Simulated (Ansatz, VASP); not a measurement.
# Mg in VASP and in Ansatz

Contents of INCAR:

```
SYSTEM = Mg
PREC = Accurate ; ENCUT = 600
EDIFF = 1E-6 ; ISMEAR = -1
SIGMA = 0.05 ; LREAL = .False.
LASPH = .True. ; NELM = 120
ALGO = Normal ; ISIF = 2
LWAVE = .False. ; LCHARG = .False.
GGA = PE ; NBANDS = 7
GGA_COMPAT = .False.
```

File KPOINTS:

```
Automatic mesh
0
Gamma
  17 17 17
  0 0 0
```

File POSCAR:

```
Mg
1.0
   -1.5096269710      1.5096269710      1.5096269710
    1.5096269710     -1.5096269710      1.5096269710
    1.5096269710      1.5096269710     -1.5096269710
Mg
1
Direct
    0.0000000000      0.0000000000      0.0000000000
```

Input for Ansatz:

```yaml
crystal:
  lattice:
    - [-1.509626971, 1.509626971, 1.509626971]
    - [1.509626971, -1.509626971, 1.509626971]
    - [1.509626971, 1.509626971, -1.509626971]
  atoms:
    - { symbol: Mg, position: [0.0, 0.0, 0.0] }
kpoints:
  mp_grid: { grid: [17, 17, 17] }
scf:
  occupations: { method: fermi_dirac, width: 0.05 }
hamiltonian:
  xc: pbe
  pseudopotentials: { kind: paw }
output:
  forces: true
  stress: true
  eigenvalues: true
  populations: true
```

Change from the starting cell: volume scaled by 0.6, PAW files.

Alike in both runs: task single point; functional PBE; k mesh 17 × 17 × 17; occupations fermi-dirac, width 0.05 eV; no spin polarisation.

```csv
,VASP,Ansatz
version,VASP 6.6.1,Ansatz 0.2.0
potentials or method,"VASP PAW PBE potentials, release 64 (Mg)","PAW with Ansatz's default frozen-core files, scalar-relativistic"
plane-wave cutoff (eV),600,420
valence electrons in the cell,2,10
```

|  | VASP | Ansatz | Ansatz less VASP |
| --- | --- | --- | --- |
| pressure (GPa) | 49.3 | 48.8 | -0.52 |

Both programs put the cell under a high pressure, so it lies far from rest at this level. With one functional, cell and mesh, what is left measures potentials, basis and numerics. VASP's potentials hold 2 valence electrons a cell and Ansatz's 10, so a difference there can come from the potentials and not from the codes.
